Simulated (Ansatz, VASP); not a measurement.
## Two plane-wave programs on K

```
K
1.0
    -2.75477    2.75477    2.75477
     2.75477   -2.75477    2.75477
     2.75477    2.75477   -2.75477
K
1
Direct
  0.00000 0.00000 0.00000
```

Alike in both runs: task single point; functional RPBE; k mesh 14 × 14 × 14; occupations fermi-dirac, width 0.1 eV; no spin polarisation.

```csv
,VASP,Ansatz
version,VASP 6.6.1,Ansatz 0.2.0
potentials or method,"VASP PAW PBE potentials, release 64 (K_sv), cutoff 520 eV","plane waves (420 eV) with PAW, scalar-relativistic"
valence electrons in the cell,9,9
```

```tsv
	VASP	Ansatz	Ansatz less VASP
pressure (GPa)	-0.1	-0.1	+0.01
```

VASP's potentials were made for PBE, not for RPBE. With one functional, cell and mesh, what is left measures potentials, basis and numerics.
